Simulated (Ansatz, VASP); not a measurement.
YbCu2Te4 in VASP and in Ansatz

```
CELL_PARAMETERS angstrom
-2.93961 2.93961 6.14643
2.93961 -2.93961 6.14643
2.93961 2.93961 -6.14643
ATOMIC_POSITIONS crystal
Yb 0.50000 0.50000 0.00000
Cu 0.75000 0.25000 0.50000
Cu 0.25000 0.75000 0.50000
Te 0.04982 0.04982 0.37454
Te 0.32472 0.95018 0.00000
Te 0.67528 0.67528 0.62546
Te 0.95018 0.32472 0.00000
```

Change from the starting cell: species swapped into the ZnGa2S4 type (I-42m, No. 121).

Alike in both runs: task single point; functional PBE; k mesh 4 × 4 × 4; occupations gaussian, width 0.1 eV; collinear spin.

|  | VASP | Ansatz |
| --- | --- | --- |
| version | VASP 6.6.1 | Ansatz 0.2.0 |
| potentials or method | VASP PAW PBE potentials, release 64 (Yb, Cu, Te), cutoff 600 eV | scalar-relativistic, plane waves, PAW |
| valence electrons in the cell | 70 | 126 |

Ansatz gave:

```
gap on the k mesh at the Fermi level (eV)                     : none
pressure (GPa)                                                : 0.0
traceless stress, the component that is largest in VASP (GPa) : 0.13
rms of the force components (eV/Å)                            : 0.027
net moment per atom (μB)                                      : 0.00
```

Question: Estimate VASP's values.

Answer: gap on the k mesh at the Fermi level (eV): none; pressure (GPa): 0.0; traceless stress, the component that is largest in VASP (GPa): 0.12; rms of the force components (eV/Å): 0.029; net moment per atom (μB): 0.00.

Atom by atom the forces differ by 0.009 eV/Å (rms over components). A gap of «none» marks a metal or a gap that the smearing closes. VASP's potentials hold 70 valence electrons a cell and Ansatz's 126, so a difference there can come from the potentials and not from the codes. Ansatz's warnings: seeded moment not kept.

The k mesh is coarse, so the values compare programs but aren't converged. Spin-orbit coupling is off throughout.
